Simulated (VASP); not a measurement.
Here is a VASP 6.6.1 calculation.

File INCAR:

```
  PREC = Accurate
  ENCUT = 520
  EDIFF = 1E-6
  ISMEAR = 0
  SIGMA = 0.1
  LREAL = F
  LASPH = T
  NELM = 100
  ALGO = Fast
  ISIF = 2
  LWAVE = F
  LCHARG = T
  GGA = PE
  LELF = T
  LVHAR = T
  NBANDS = 33
```

Contents of KPOINTS:

```
Automatic mesh
0
Gamma
  12 12 12
```

Contents of POSCAR:

```
Ti3W
1.0
    4.0663822915      0.0000000000      0.0000000000
    0.0000000000      4.0663822915      0.0000000000
    0.0000000000      0.0000000000      4.0663822915
Ti W
3 1
Direct
    0.5000000000      0.0000000000      0.5000000000
    0.0000000000      0.5000000000      0.5000000000
    0.5000000000      0.5000000000      0.0000000000
    0.0000000000      0.0000000000      0.0000000000
```

Potentials or basis: VASP PAW PBE potentials, release 64 (Ti_sv, W_sv).

The run is started by

```sh
$ cat potpaw_PBE.64/Ti_sv/POTCAR potpaw_PBE.64/W_sv/POTCAR > POTCAR
$ mpirun -np 1 vasp_std > vasp.out
```

Question: What does it give for the pressure?

Answer: -0.2 GPa.

Question: What does it give for the band gap on the k mesh?

Answer: Zero (bands 25 and 26 overlap by 1.35 eV).

Caveat: spin-orbit coupling is left out, which moves the levels of the heavy elements.
